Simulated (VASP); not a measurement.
Runs of VASP 6.6.1 on Mg2Sn. The structure is that of space group Fm-3m (No. 225), or close to it. The cells are those of the table. 

```tsv
task	cell	cutoff (eV)	gap on the mesh (eV)	pressure (GPa)
single point	a = 4.779 Å, angles 60.0°, 3 atoms	600	none	(a)
single point	a = 4.811 Å, angles 60.0°, 3 atoms	600	none	(b)
single point	a = 4.682 Å, angles 60.0°, 3 atoms	600	none	0.7
electric field gradients	a = 4.715 Å, angles 60.0°, 3 atoms	520	none	-0.4
electric field gradients	a = 4.747 Å, angles 60.0°, 3 atoms	520	none	-1.3
electric field gradients	a = 4.755, b = 4.755, c = 4.779 Å, angles 59.8, 59.8, 60.3°, 3 atoms	520	none	-1.7
single point	a = 4.715 Å, angles 60.0°, 3 atoms	600	none	-0.4
```

Alike in all rows: level LDA; potentials or basis VASP PAW LDA potentials, release 64 (Mg, Sn_d); no spin polarisation; k mesh 11 × 11 × 11; smearing fermi-dirac 0.08 eV.

Estimate the missing entries.

(a) -2.1; (b) -2.8.

Caveats: spin-orbit coupling is left out, which moves the levels of the heavy elements.

A k mesh can miss the band edges, and the runs leave out spin-orbit coupling on Sn.

A gap of «none» marks levels without a gap at the run's occupations.
